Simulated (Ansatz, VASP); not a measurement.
**GaAs: VASP beside Ansatz**

```
Ga As
1.0
     0.00000    2.99740    2.83309
     2.99740    0.00000    2.83309
     2.99740    2.99740    0.00000
Ga As
1 1
Cartesian
  0.0000 0.0000 0.0000
  1.4987 1.4987 1.4165
```

Change from the starting cell: biaxial_xy strain +5.8%.

Alike in both runs: task single point; functional PBE; k mesh 8 × 8 × 8; occupations fermi-dirac, width 0.02 eV; no spin polarisation.

|  | VASP | Ansatz |
| --- | --- | --- |
| version | VASP 6.6.1 | Ansatz 0.2.0 |
| potentials or method | VASP PAW PBE potentials, release 64 (Ga_d, As) | plane waves, PAW |
| plane-wave cutoff (eV) | 520 | 420 |
| valence electrons in the cell | 18 | 28 |

```csv
,VASP,Ansatz,Ansatz less VASP
pressure (GPa),-3.5,-3.6,-0.13
"traceless stress, the component that is largest in VASP (GPa)",1.86,1.86,+0.005
```

VASP's potentials hold 18 valence electrons a cell and Ansatz's 28, so a difference there can come from the potentials and not from the codes.
